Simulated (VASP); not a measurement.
# PtSe2 (P-1) in VASP: a series of runs

Runs on PtSe2. Level: PBE. Tasks: single point.

All numbers are computed with VASP 6.6.1; they aren't measurements. Logs are shortened: lines on timing, memory, paths and dates and some standing lists are left out, and cuts for length are marked.

## Step 1: The cell of the first run

The typed cell holds 3 atoms: a = 3.724 Å, b = 3.724 Å, c = 5.062 Å, α = 90.43°, β = 89.14°, γ = 120.00°.

## Step 2: Single point, PBE (strain +0.0150 x Voigt [0, 0, 0, 0, 1, 0])

Input file INCAR:

```
SYSTEM = PtSe2
ALGO = Normal ; EDIFF = 1E-6
ENCUT = 520 ; GGA = PE
ISIF = 2 ; ISMEAR = 0
LASPH = .TRUE. ; LCHARG = .FALSE.
LREAL = .FALSE. ; LWAVE = .FALSE.
NBANDS = 18 ; NELM = 100
PREC = Accurate ; SIGMA = 0.15
```

Input file KPOINTS:

```
k-points
0
G
  12 12 10
  0 0 0
```

Input file POSCAR:

```
PtSe2
1.0
    3.7240006046      0.0000000000      0.0279300045
   -1.8620003023      3.2250791273     -0.0139650023
    0.0379650000      0.0000000000      5.0620000000
Pt Se
1 2
Direct
    0.0000000000      0.0000000000      0.0000000000
    0.3333333333      0.6666666667      0.2500000000
    0.6666666667      0.3333333333      0.7500000000
```

Potentials or basis: VASP PAW PBE potentials, release 64 (Pt, Se).

Started as:

```
cat potpaw_PBE.64/Pt/POTCAR potpaw_PBE.64/Se/POTCAR > POTCAR
mpirun -np 1 vasp_std > vasp.out
```

OUTCAR:

```text
SYSTEM = PtSe2
   EDIFF = 1E-6
   ENCUT = 520
   GGA = PE
   ISIF = 2
   ISMEAR = 0
   LASPH = .TRUE.
   LREAL = .FALSE.
   NELM = 100
   PREC = Accurate

 ion  position               nearest neighbor table
   1  0.000  0.000  0.000-   3 2.48   2 2.48   3 2.49   2 2.49   2 2.51   3 2.51
   2  0.333  0.667  0.250-   1 2.48   1 2.49   1 2.51
   3  0.667  0.333  0.750-   1 2.48   1 2.49   1 2.51

  LATTYP: Found a base centered monoclinic cell.
 ALAT       =     3.7241053406
 B/A-ratio  =     1.7320020957
 C/A-ratio  =     1.3592908642
 COS(beta)  =    -0.0149991563

  Lattice vectors:

 A1 = (  -1.8620003023,   3.2250791273,  -0.0139650023)
 A2 = (  -1.8620003023,  -3.2250791273,  -0.0139650022)
 A3 = (   0.0379650000,   0.0000000000,   5.0620000000)

Analysis of symmetry for initial positions (statically):
=====================================================================
 Subroutine PRICEL returns:
 Original cell was already a primitive cell.

 Routine SETGRP: Setting up the symmetry group for a
 base centered monoclinic supercell.

 Subroutine GETGRP returns: Found  2 space group operations
 (whereof  2 operations were pure point group operations)
 out of a pool of  4 trial point group operations.

The static configuration has the point symmetry S_2 .

Analysis of symmetry for dynamics (positions and initial velocities):
=====================================================================
 Subroutine PRICEL returns:
 Original cell was already a primitive cell.

 Routine SETGRP: Setting up the symmetry group for a
 base centered monoclinic supercell.

 Subroutine GETGRP returns: Found  2 space group operations
 (whereof  2 operations were pure point group operations)
 out of a pool of  4 trial point group operations.

The dynamic configuration has the point symmetry S_2 .

 Subroutine INISYM returns: Found  2 space group operations
 (whereof  2 operations are pure point group operations),
 and found     1 'primitive' translations

----------------------------------------------------------------------------------------

                                     Primitive cell

  volume of cell :      60.7922

  direct lattice vectors                    reciprocal lattice vectors
     3.724000605  0.000000000  0.027930005     0.268543526  0.155034956 -0.002014076
    -1.862000302  3.225079127 -0.013965002     0.000000000  0.310069912  0.000000000
     0.037965000  0.000000000  5.062000000    -0.001481711  0.000000000  0.197561488

  length of vectors
     3.724105341  3.724026789  5.062142367     0.310089534  0.310069912  0.197567045

  position of ions in fractional coordinates (direct lattice)
     0.000000000  0.000000000  0.000000000
     0.333333333  0.666666667  0.250000000
     0.666666667  0.333333333  0.750000000

  ion indices of the primitive-cell ions
   primitive index   ion index
                 1           1
                 2           2
                 3           3

----------------------------------------------------------------------------------------

 KPOINTS: k-points

Automatic generation of k-mesh.
 Grid dimensions read from file:
 generate k-points for:   12   12   10

 Generating k-lattice:

  Cartesian coordinates                     Fractional coordinates (reciprocal lattice)
     0.022378627  0.012919580 -0.000167840     0.083333333  0.000000000 -0.000000000
     0.000000000  0.025839159  0.000000000     0.000000000  0.083333333  0.000000000
    -0.000148171  0.000000000  0.019756149    -0.000000000  0.000000000  0.100000000

  Length of vectors
     0.025840795  0.025839159  0.019756704

  Shift w.r.t. Gamma in fractional coordinates (k-lattice)
     0.000000000  0.000000000  0.000000000

 Subroutine IBZKPT returns following result:
 ===========================================

 Found    724 irreducible k-points:

 Following reciprocal coordinates:
            Coordinates               Weight
  0.000000  0.000000  0.000000      1.000000
  0.083333 -0.000000  0.000000      2.000000
 -0.083333  0.083333  0.000000      2.000000
  0.166667 -0.000000  0.000000      2.000000
 -0.166667  0.166667 -0.000000      2.000000
  0.250000 -0.000000  0.000000      2.000000
[... 16 lines left out ...]
  0.416667  0.083333 -0.000000      2.000000
 -0.416667  0.500000  0.000000      2.000000
 [... further k-points ...]
   k-points           NKPTS =    724   k-points in BZ     NKDIM =    724   number of bands    NBANDS=     18
   number of dos      NEDOS =    301   number of ions     NIONS =      3
   total plane-waves  NPLWV =  31360
   dimension x,y,z NGX =    28 NGY =   28 NGZ =   40
   dimension x,y,z NGXF=    56 NGYF=   56 NGZF=   80
   ions per type =               1   2
   NGX,Y,Z   is equivalent  to a cutoff of  12.50, 12.50, 13.14 a.u.
   NGXF,Y,Z  is equivalent  to a cutoff of  25.00, 25.00, 26.27 a.u.
 SYSTEM =  PtSe2
   PREC   = accura    normal or accurate (medium, high low for compatibility)
   ISTART =      0    job   : 0-new  1-cont  2-samecut
   ICHARG =      2    charge: 1-file 2-atom 10-const
   ISPIN  =      1    spin polarized calculation?
   LNONCOLLINEAR =      F non collinear calculations
   LSORBIT =      F    spin-orbit coupling
   LASPH  =      T    aspherical Exc in radial PAW
   ENCUT  =  520.0 eV  38.22 Ry    6.18 a.u.   6.92  6.92  9.41*2*pi/ulx,y,z
   NELM   =    100;   NELMIN=  2; NELMDL= -5     # of ELM steps
   EDIFF  = 0.1E-05   stopping-criterion for ELM
   LREAL  =      F    real-space projection
   EDIFFG = 0.1E-04   stopping-criterion for IOM
   NSW    =      0    number of steps for IOM
   IBRION =     -1    ionic relax: 0-MD 1-quasi-New 2-CG
   NFREE  =      0    steps in history (QN), initial steepest desc. (CG)
   ISIF   =      2    stress and relaxation
   ISYM   =      2    0-nonsym 1-usesym 2-fastsym
   POTIM  = 0.5000    time-step for ionic-motion
   TEBEG  =    0.0;   TEEND  =   0.0 temperature during run
   PSTRESS=    0.0 pullay stress
   NELECT =      22.0000    total number of electrons
   NUPDOWN=      -1.0000    fix difference up-down
   EMIN   =  10.00;   EMAX   =-10.00  energy-range for DOS
   EFERMI =   0.00;   METHOD = LEGACY
   ISMEAR =     0;   SIGMA  =   0.15  broadening in eV -4-tet -1-fermi 0-gaus
   EFERMI_NEDOS =   21; number of points for ismear=-14 and -15
   IALGO  =     38    algorithm
   IMIX   =      4    mixing-type and parameters
     AMIX     =   0.40;   BMIX     =  1.00
     AMIX_MAG =   1.60;   BMIX_MAG =  1.00
  volume/ion in A,a.u.               =      20.26       136.75
  Fermi-wavevector in a.u.,A,eV,Ry     =   1.166630  2.204611 18.517875  1.361025
  Thomas-Fermi vector in A             =   2.303141
   LORBIT       =      0    0 simple, 1 ext, 2 COOP (PROOUT), +10 PAW based schemes
   GGA     = PE    functional components
   LHFCALC =     F    Hartree Fock is set to
   AEXX    =    0.0000 exact exchange contribution
   IVDW    =     0    specifies the selected vdW correction
   LEPSILON=     F    determine dielectric tensor
   LRPA    =     F    only Hartree local field effects (RPA)
 non-spin polarized calculation
 Gauss-broadening in eV      SIGMA  =   0.15
  energy-cutoff  :      520.00
  volume of cell :       60.79
 maximum number of plane-waves:      1653
   NGX = 13   NGY = 13   NGZ = 19

 number of electron      21.9999999 magnetization

 Free energy of the ion-electron system (eV)
  ---------------------------------------------------
  ext. energy  EPLUGINS =         0.00000000
  ---------------------------------------------------
  free energy    TOTEN  =       -14.18527393 eV

  energy without entropy =      -14.17846690  energy(sigma->0) =      -14.18187041

 E-fermi :   6.5471     XC(G=0): -10.6334

 val. band max:        6.5457567287   @ k =   0.3333  -0.2500   0.3000
 cond. band min:       6.5485712738   @ k =  -0.3333   0.3333  -0.3000
 fundamental gap:      0.0028145451
 Fermi energy:         6.5470813382

 k-point     1 :       0.0000    0.0000    0.0000
  band No.  band energies     occupation
      1      -9.1809      2.00000
      2      -6.3555      2.00000
      3      -0.6668      2.00000
      4       0.0196      2.00000
      5       0.0680      2.00000
      6       2.4956      2.00000
[... 10 lines left out ...]
     17      13.8503      0.00000
     18      18.3430      0.00000

 k-point     2 :       0.0833   -0.0000    0.0000
  band No.  band energies     occupation
      1      -9.1019      2.00000
      2      -6.3924      2.00000
      3      -0.5711      2.00000
      4       0.0786      2.00000
      5       0.1205      2.00000
      6       2.3920      2.00000
[... 10 lines left out ...]
     17      14.0514      0.00000
     18      17.1011      0.00000

 k-point     3 :      -0.0833    0.0833    0.0000
  band No.  band energies     occupation
      1      -9.1031      2.00000
      2      -6.3901      2.00000
      3      -0.5763      2.00000
      4       0.0696      2.00000
      5       0.1211      2.00000
      6       2.4115      2.00000
[... 10 lines left out ...]
     17      14.1012      0.00000
     18      17.0675      0.00000

 k-point     4 :       0.1667   -0.0000    0.0000
  band No.  band energies     occupation
      1      -8.8728      2.00000
      2      -6.4942      2.00000
      3      -0.2997      2.00000
      4       0.2525      2.00000
      5       0.2673      2.00000
      6       2.0008      2.00000
[... 10 lines left out ...]
     17      14.6792      0.00000
     18      15.6612      0.00000

 k-point     5 :      -0.1667    0.1667   -0.0000
  band No.  band energies     occupation
      1      -8.8773      2.00000
      2      -6.4865      2.00000
      3      -0.3195      2.00000
      4       0.2069      2.00000
      5       0.2814      2.00000
      6       2.0280      2.00000
[... 10 lines left out ...]
     17      14.7071      0.00000
     18      15.6093      0.00000

 k-point     6 :       0.2500   -0.0000    0.0000
  band No.  band energies     occupation
      1      -8.5195      2.00000
      2      -6.6402      2.00000
      3       0.0589      2.00000
      4       0.4637      2.00000
      5       0.5431      2.00000
      6       1.2882      2.00000
[... 10 lines left out ...]
     17      14.8278      0.00000
     18      14.8817      0.00000

 k-point     7 :      -0.2500    0.2500    0.0000
  band No.  band energies     occupation
      1      -8.5287      2.00000
      2      -6.6284      2.00000
      3       0.0181      2.00000
      4       0.3896      2.00000
      5       0.5550      2.00000
      6       1.3323      2.00000
[... 10 lines left out ...]
     17      14.7797      0.00000
     18      14.8883      0.00000

 k-point     8 :       0.3333    0.0000   -0.0000
  band No.  band energies     occupation
      1      -8.0901      2.00000
      2      -6.8130      2.00000
      3      -0.0277      2.00000
      4       0.6424      2.00000
      5       0.7696      2.00000
      6       1.1946      2.00000
[... 10 lines left out ...]
     17      14.4093      0.00000
     18      15.4005      0.00000
[... 229 lines left out ...]
     17      14.5822      0.00000
     18      15.2538      0.00000

 k-point    20 :      -0.2500    0.3333    0.0000
  band No.  band energies     occupation
      1      -8.2772      2.00000
      2      -6.7229      2.00000
      3       0.1704      2.00000
      4       0.4224      2.00000
      5       0.7552      2.00000
      6       1.0899      2.00000
[... 10 lines left out ...]
     17      14.5460      0.00000
     18      15.3680      0.00000

 k-point    21 :       0.3333    0.0833   -0.0000
  band No.  band energies     occupation
      1      -7.8317      2.00000
      2      -6.9148      2.00000
      3      -0.2788      2.00000
      4       0.6053      2.00000
      5       1.0301      2.00000
      6       1.4275      2.00000
[... 10 lines left out ...]
     17      14.9362      0.00000
     18      15.6618      0.00000

 k-point    22 :      -0.3333    0.4167    0.0000
  band No.  band energies     occupation
      1      -7.8486      2.00000
      2      -6.9039      2.00000
      3      -0.2507      2.00000
      4       0.5230      2.00000
      5       1.0238      2.00000
      6       1.3701      2.00000
[... 10 lines left out ...]
     17      14.9846      0.00000
     18      15.6602      0.00000

 k-point    23 :       0.4167    0.0833   -0.0000
  band No.  band energies     occupation
      1      -7.4449      2.00000
      2      -7.1264      2.00000
      3      -0.7312      2.00000
      4       0.6732      2.00000
      5       1.2030      2.00000
      6       2.0646      2.00000
[... 10 lines left out ...]
     17      14.8103      0.00000
     18      16.9409      0.00000

 k-point    24 :      -0.4167    0.5000    0.0000
  band No.  band energies     occupation
      1      -7.4542      2.00000
      2      -7.1308      2.00000
      3      -0.6760      2.00000
      4       0.5889      2.00000
      5       1.2026      2.00000
      6       1.9682      2.00000
[... 10 lines left out ...]
     17      14.8418      0.00000
     18      16.9172      0.00000

 [... further k-points ...]
[... 5 lines left out ...]
  --------------------------------------------------------------------------------------
  -------------------------------------------------------------------------------------
  Total        3.0489792      3.0327868      2.2775934      0.3022684     -0.0101352     -0.5092627
  in kB       80.3557964     79.9290484     60.0259384      7.9662784     -0.2671127    -13.4216094
  external PRESSURE =      73.4369277 kB  Pullay stress =       0.0000000 kB

 VOLUME and BASIS-vectors are now :
 -----------------------------------------------------------------------------
  energy-cutoff  :      520.00
  volume of cell :       60.79
      direct lattice vectors                 reciprocal lattice vectors
     3.724000605  0.000000000  0.027930005     0.268543526  0.155034956 -0.002014076
    -1.862000302  3.225079127 -0.013965002     0.000000000  0.310069912  0.000000000
     0.037965000  0.000000000  5.062000000    -0.001481711  0.000000000  0.197561488

 POSITION                                       TOTAL-FORCE (eV/Angst)
 -----------------------------------------------------------------------------------
      0.00000      0.00000      0.00000        -0.000000      0.000000      0.000000
      0.00949      2.15005      1.26550        -0.161227     -0.003243      0.578950
      1.89047      1.07503      3.81047         0.161227      0.003243     -0.578950
 -----------------------------------------------------------------------------------
    total drift:                               -0.000000     -0.000000     -0.000000

  FREE ENERGIE OF THE ION-ELECTRON SYSTEM (eV)
  ---------------------------------------------------
  free  energy   TOTEN  =       -14.1852739268 eV

  energy  without entropy=      -14.1784668961  energy(sigma->0) =      -14.18187041
```

Wall time 9.8 min (1 thread of Intel Xeon Platinum 8259CL at 2.50GHz (Skylake/Cascade Lake), shared host); peak memory 0.82 GiB.

Results:

```
Free energy            : -14.1853 eV
Pressure               : 7.3 GPa
Largest force          : 0.601 eV/Å
Band gap on the k mesh : zero (bands 11 and 12 overlap by 0.41 eV)
```

Forces on the atoms (eV/Å):
```
Pt   0.000  0.000  0.000
Se  -0.161 -0.003  0.579
Se   0.161  0.003 -0.579
```

Levels at points of the mesh, in eV from the Fermi level:
```tsv
k point	band 9	band 10	band 11	band 12	band 13	band 14
(0.00, 0.00, 0.00)	-1.11	-1.06	0.39	1.43	1.47	3.60
(0.50, 0.00, 0.00)	-3.54	-3.47	-3.00	0.69	2.30	4.77
(0.50, 0.50, 0.00)	-3.52	-3.42	-2.98	0.62	2.39	4.78
(0.00, 0.50, 0.00)	-3.53	-3.44	-2.99	0.66	2.34	4.78
(0.00, 0.00, 0.50)	-1.72	-1.57	-1.46	2.23	2.37	4.79
(0.50, 0.00, 0.50)	-3.25	-2.87	-1.45	0.96	1.54	4.61
(0.50, 0.50, 0.50)	-3.24	-2.87	-1.33	1.01	1.49	4.51
(0.00, 0.50, 0.50)	-3.25	-2.87	-1.39	0.98	1.52	4.56
```

Caveat: the cell differs from its parent crystal (strain +0.0150 x Voigt [0, 0, 0, 0, 1, 0]); the cell stands under pressure; spin-orbit coupling is left out, which moves the levels of the heavy elements.

## Step 3: Single point, PBE (strain +0.0050 x Voigt [0, 0, 0, 0, 1, 0])

Input file INCAR:

```
PREC = Accurate
ENCUT = 520
EDIFF = 1E-6
ISMEAR = 0
SIGMA = 0.15
LREAL = False
LASPH = True
NELM = 60
ALGO = Normal
ISIF = 2
LWAVE = False
LCHARG = False
GGA = PE
NBANDS = 18
```

Input file KPOINTS:

```
Automatic mesh
0
Gamma
  12 12 10
```

Input file POSCAR:

```
PtSe2
1.0
    3.7240006046      0.0000000000      0.0093100015
   -1.8620003023      3.2250791273     -0.0046550008
    0.0126550000      0.0000000000      5.0620000000
Pt Se
1 2
Direct
    0.0000000000      0.0000000000      0.0000000000
    0.3333333333      0.6666666667      0.2500000000
    0.6666666667      0.3333333333      0.7500000000
```

Potentials or basis: VASP PAW PBE potentials, release 64 (Pt, Se).

Started as:

```
cat potpaw_PBE.64/Pt/POTCAR potpaw_PBE.64/Se/POTCAR > POTCAR
mpirun -np 1 vasp_std > vasp.out
```

Wall time 8.7 min (1 thread of Intel Xeon Platinum 8259CL at 2.50GHz (Skylake/Cascade Lake), shared host); peak memory 0.82 GiB.

It converged, with:

- Free energy: -14.1888 eV
- Pressure: 7.3 GPa
- Largest force: 0.578 eV/Å
- Band gap on the k mesh: zero (bands 11 and 12 overlap by 0.39 eV)

Forces in eV/Å, atoms in the order of the input:
```
Pt   0.000  0.000  0.000
Se  -0.054  0.000  0.576
Se   0.054  0.000 -0.576
```

Stress tensor (GPa, compression positive):
```
 7.98  0.27 -0.45
 0.27  7.98  0.00
-0.45  0.00  5.98
```

Levels at points of the mesh, in eV from the Fermi level:
```csv
k point,band 7,band 8,band 9,band 10,band 11,band 12,band 13,band 14,band 15,band 16
"(0.00, 0.00, 0.00)",-4.04,-2.60,-1.09,-1.08,0.39,1.44,1.46,3.60,4.20,7.25
"(0.50, 0.00, 0.00)",-3.75,-3.56,-3.54,-3.46,-3.00,0.67,2.33,4.77,5.82,7.09
"(0.50, 0.50, 0.00)",-3.71,-3.56,-3.53,-3.44,-2.99,0.64,2.36,4.77,5.82,7.10
"(0.00, 0.50, 0.00)",-3.73,-3.56,-3.53,-3.45,-2.99,0.66,2.34,4.77,5.82,7.09
"(0.00, 0.00, 0.50)",-4.07,-2.97,-1.73,-1.54,-1.50,2.27,2.32,4.79,6.32,6.73
"(0.50, 0.00, 0.50)",-3.57,-3.55,-3.25,-2.87,-1.41,0.97,1.52,4.57,4.77,7.19
"(0.50, 0.50, 0.50)",-3.55,-3.54,-3.25,-2.87,-1.37,0.99,1.51,4.54,4.77,7.12
"(0.00, 0.50, 0.50)",-3.56,-3.54,-3.25,-2.87,-1.39,0.98,1.51,4.55,4.77,7.16
```

Caveat: the cell differs from its parent crystal (strain +0.0050 x Voigt [0, 0, 0, 0, 1, 0]); the cell stands under pressure; spin-orbit coupling is left out, which moves the levels of the heavy elements.
